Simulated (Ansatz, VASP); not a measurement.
## One calculation of As, two programs

Contents of POSCAR:

```
As
1.0
    1.7950784285      1.0363890139      5.0542643309
   -1.7950784285      1.0363890139      5.0542643309
    0.0000000000     -2.0727780278      5.0542643309
As
2
Direct
    0.7883402482      0.7883402482      0.7883402482
    0.2116597518      0.2116597518      0.2116597518
```

File INCAR.step1:

```
SYSTEM = As
  PREC = Accurate
  ENCUT = 520
  ISMEAR = -1
  SIGMA = 1.0
  LREAL = .FALSE.
  LASPH = .TRUE.
  NELM = 60
  NBANDS = 12
  GGA = PE
  ALGO = Normal
  EDIFF = 1E-4
  LWAVE = .TRUE.
  LCHARG = .FALSE.
```

Contents of INCAR.step2:

```
SYSTEM = As
  PREC = Accurate
  ENCUT = 520
  EDIFF = 1E-7
  ISMEAR = -1
  SIGMA = 1.0
  LREAL = .FALSE.
  LASPH = .TRUE.
  NELM = 60
  ALGO = Normal
  ISIF = 2
  LWAVE = .FALSE.
  LCHARG = .TRUE.
  METAGGA = R2SCAN
  LMIXTAU = .TRUE.
  LELF = .TRUE.
  LVHAR = .TRUE.
  NBANDS = 12
  ISTART = 1
```

File KPOINTS:

```
regular mesh
0
G
  10 10 10
  0 0 0
```

Input for Ansatz:

```yaml
crystal:
  lattice:
    - [1.7950784285, 1.0363890139, 5.0542643309]
    - [-1.7950784285, 1.0363890139, 5.0542643309]
    - [0.0, -2.0727780278, 5.0542643309]
  atoms:
    - { symbol: As, position: [0.7883402482, 0.7883402482, 0.7883402482] }
    - { symbol: As, position: [0.2116597518, 0.2116597518, 0.2116597518] }
hamiltonian:
  xc: r2scan
  pseudopotentials:
    kind: paw
    azcp:
      As: "pseudopotentials/As.paw.azcp"
basis:
  ecutwfc: 500
  fft_grid_basis: typed
kpoints:
  mp_grid: { grid: [10, 10, 10], shift: [0, 0, 0] }
magnetization:
  spin_polarized: false
scf:
  occupations: { method: fermi_dirac, width: 1.0 }
  lower_state_search: "off"
output:
  stress: true
```

Alike in both runs: task single point; functional r2SCAN; k mesh 10 × 10 × 10; occupations fermi-dirac, width 1 eV; no spin polarisation.

```csv
,VASP,Ansatz
version,VASP 6.6.1,Ansatz 0.2.0
potentials or method,"VASP PAW PBE potentials, release 64 (As), cutoff 520 eV","plane waves (500 eV) with PAW, scalar-relativistic"
valence electrons in the cell,10,30
```

|  | VASP | Ansatz | Ansatz less VASP |
| --- | --- | --- | --- |
| pressure (GPa) | 2.9 | 2.8 | -0.13 |
| traceless stress, the component that is largest in VASP (GPa) | -1.52 | -1.53 | -0.003 |

VASP's potentials were made for PBE, not for r2SCAN. VASP's potentials hold 10 valence electrons a cell and Ansatz's 30, so a difference there can come from the potentials and not from the codes.
